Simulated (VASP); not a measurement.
Input of a VASP 6.6.1 run:

POSCAR

```
LiF
1.0
    0.0000000000      1.9755189503      1.9755189503
    1.9755189503      0.0000000000      1.9755189503
    1.9755189503      1.9755189503      0.0000000000
Li F
1 1
Direct
    0.0000000000      0.0000000000      0.0000000000
    0.5000000000      0.5000000000      0.5000000000
```

Contents of INCAR.step1:

```
PREC = Accurate
ENCUT = 500
EDIFF = 1E-8
ISMEAR = 0
SIGMA = 0.01
LREAL = F
LASPH = T
NELM = 100
ALGO = Normal
LWAVE = T
LCHARG = F
GGA = PE
```

File INCAR.step2:

```
PREC = Accurate
ENCUT = 500
EDIFF = 1E-8
ISMEAR = 0
SIGMA = 0.01
LREAL = F
LASPH = T
NELM = 1
ALGO = Exact
LWAVE = T
LCHARG = F
GGA = PE
NBANDS = 68
LOPTICS = T
ISTART = 1
```

INCAR.step3

```
PREC = Accurate
ENCUT = 500
EDIFF = 1E-8
ISMEAR = 0
SIGMA = 0.01
LREAL = F
LASPH = T
ALGO = EVGW0
LWAVE = F
LCHARG = F
GGA = PE
NELMGW = 1
NBANDS = 68
ENCUTGW = 150.0
NOMEGA = 96
PRECFOCK = Fast
ISTART = 1
NBANDSGW = 12
OMEGAMAX = 20
```

KPOINTS

```
regular mesh
0
Gamma
  6 6 6
```

Potentials or basis: VASP PAW PBE potentials, release 64 (Li_GW, F_GW).

Launch:

```bash
$ cat potpaw_PBE.64/Li_GW/POTCAR potpaw_PBE.64/F_GW/POTCAR > POTCAR
$ cp INCAR.step1 INCAR
$ mpirun -np 1 vasp_std > vasp.out
$ cp INCAR.step2 INCAR
$ mpirun -np 1 vasp_std > vasp.out
$ cp INCAR.step3 INCAR
$ mpirun -np 1 vasp_std > vasp.out
```

(1) What does it give for the quasiparticle gap?

(2) What does it give for the least direct quasiparticle gap?

(3) Predict the band gap of the starting levels on the mesh.

Answers

(1) 13.95 eV.

(2) 13.95 eV.

(3) 9.58 eV.

Caveat: the k points lie up to 0.46 Å⁻¹ apart; bands, screening cutoff and mesh are small and nothing is extrapolated, so the quasiparticle values aren't converged.
